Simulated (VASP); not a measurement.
# In: electric field gradients with LDA

The system is In.

```
In
1.0
    -1.63692    1.63692    2.49033
     1.63692   -1.63692    2.49033
     1.63692    1.63692   -2.49033
In
1
Direct
  0.00000 0.00000 0.00000
```

This cell differs from its parent crystal: volume scaled by 1.02.

```yaml
Program: VASP 6.6.1
Task: electric field gradients
Functional: LDA
Potentials_or_basis: VASP PAW LDA potentials, release 64 (In_d)
Cutoff: 520 eV
k_mesh: 14 × 14 × 14
Occupations: fermi-dirac, width 0.05 eV
Spin: no spin polarisation
Dipole_correction: no
Further_INCAR_settings: ALGO = Normal; EDIFF = 1e-08; NBANDS = 12
```

```yaml
Pressure: -3.4 GPa
```

Stress tensor (GPa, compression positive):
```
-3.50  0.00  0.00
 0.00 -3.50  0.00
 0.00  0.00 -3.10
```

Levels at points of the mesh, in eV from the Fermi level:
```tsv
k point	band 2	band 3	band 4	band 5	band 6	band 7	band 8	band 9	band 10	band 11
(0.00, 0.00, 0.00)	-14.52	-14.52	-14.45	-14.34	-9.45	10.21	10.21	10.36	11.62	13.81
(0.50, 0.00, 0.00)	-14.59	-14.51	-14.26	-14.22	-4.38	-3.29	7.30	8.86	11.13	11.33
(0.50, 0.50, 0.00)	-14.68	-14.26	-14.24	-14.16	-1.92	-1.81	3.41	3.84	6.97	7.36
(0.50, 0.50, 0.50)	-14.67	-14.24	-14.22	-14.22	-3.04	-2.61	4.59	4.59	8.11	8.19
```

Electric field gradients, principal values (V/Å²):
| atom | least | middle | greatest (by size) |
| --- | --- | --- | --- |
| 1 In | -10.642 | -10.644 | 21.286 |

Run time: 39 s on 1 thread of AMD EPYC 9R45 96-Core Processor (Zen 5) (shared host), peak memory 0.16 GiB.

Caveat: without QUAD_EFG the Cq values of the log hold for a quadrupole moment of 1 mb, not for the nuclei; spin-orbit coupling is left out, which moves the levels of the heavy elements.
